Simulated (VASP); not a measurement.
Set up this calculation in VASP 6.6.1, as the native input.

```
Task                   : single point
Functional             : PBE
Potentials or basis    : VASP PAW PBE potentials, release 64 (Co, Al)
Cutoff                 : 520 eV
k mesh                 : 15 × 15 × 15
Occupations            : fermi-dirac, width 0.05 eV
Spin                   : no spin polarisation
Dipole correction      : no
Further INCAR settings : ALGO = Normal; EDIFF = 1e-06; NBANDS = 13
```

The structure of AlCo (rocksalt type) lies in POSCAR:

```
AlCo
1.0
    0.0000000000      2.2227257503      2.2227257503
    2.2227257503      0.0000000000      2.2227257503
    2.2227257503      2.2227257503      0.0000000000
Co Al
1 1
Direct
    0.0000000000      0.0000000000      0.0000000000
    0.5000000000      0.5000000000      0.5000000000
```

The input as run:

INCAR

```
PREC     = Accurate       # precision mode
ENCUT    = 520            # plane-wave cutoff, eV
EDIFF    = 1E-6           # SCF threshold, eV
ISMEAR   = -1             # smearing method
SIGMA    = 0.05           # smearing width, eV
LREAL    = F              # projectors in reciprocal space
LASPH    = T              # aspherical terms in the spheres
NELM     = 60             # most SCF steps
ALGO     = Normal         # electronic algorithm
ISIF     = 2              # what is computed and relaxed
LWAVE    = F              # write WAVECAR
LCHARG   = F              # write CHGCAR
GGA      = PE             # functional
NBANDS   = 13             # bands
```

KPOINTS

```
Automatic mesh
0
Gamma
  15 15 15
```

Potentials or basis: VASP PAW PBE potentials, release 64 (Co, Al).

Run with:

```sh
$ cat potpaw_PBE.64/Co/POTCAR potpaw_PBE.64/Al/POTCAR > POTCAR
$ mpirun -np 1 vasp_std > vasp.out
```

It gave:

| Item | Value |
| --- | --- |
| Pressure | 42.7 GPa |
| Band gap on the k mesh | zero (bands 6 and 7 overlap by 0.12 eV) |

Caveat: the cell stands under pressure; the run has no spin polarisation, though such a crystal can be magnetic.

It took 49 s on 1 thread of Intel Xeon 8259CL, on a shared host, peak memory 0.16 GiB.
